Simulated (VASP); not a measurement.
Here is a VASP 6.6.1 calculation.

File POSCAR:

```
Al
1.0
   -1.5095594323      1.5922750176      1.5922750176
    1.5922750176     -1.5095594323      1.5922750176
    1.5922750176      1.5922750176     -1.5095594323
Al
1
Direct
    0.0000000000      0.0000000000      0.0000000000
```

The input INCAR.step1:

```
ALGO = Normal
EDIFF = 1E-4
ENCUT = 520
GGA = PE
ISMEAR = 0
LASPH = True
LCHARG = False
LREAL = False
LWAVE = True
NBANDS = 8
NELM = 60
PREC = Accurate
SIGMA = 0.15
```

File INCAR.step2:

```
ALGO = Normal
EDIFF = 1E-6
ENCUT = 520
ISIF = 2
ISMEAR = 0
ISTART = 1
LASPH = True
LCHARG = False
LMIXTAU = True
LREAL = False
LWAVE = False
METAGGA = R2SCAN
NBANDS = 8
NELM = 60
PREC = Accurate
SIGMA = 0.15
```

File KPOINTS:

```
k-points
0
Gamma
  24 24 24
```

Potentials or basis: VASP PAW PBE potentials, release 64 (Al).

The run is started by

```sh
$ cat potpaw_PBE.64/Al/POTCAR > POTCAR
$ cp INCAR.step1 INCAR
$ mpirun -np 1 vasp_std > vasp.out
$ cp INCAR.step2 INCAR
$ mpirun -np 1 vasp_std > vasp.out
```

Predict the band gap on the k mesh.

zero (an odd number of electrons rules out a gap without spin polarisation).

Estimate the pressure.

0.9 GPa.

Stress tensor (GPa, compression positive):
```
 0.88 -2.51 -2.51
-2.51  0.88 -2.51
-2.51 -2.51  0.88
```

Caveat: the PAW data sets were made with another functional, which shifts forces and pressure a little.
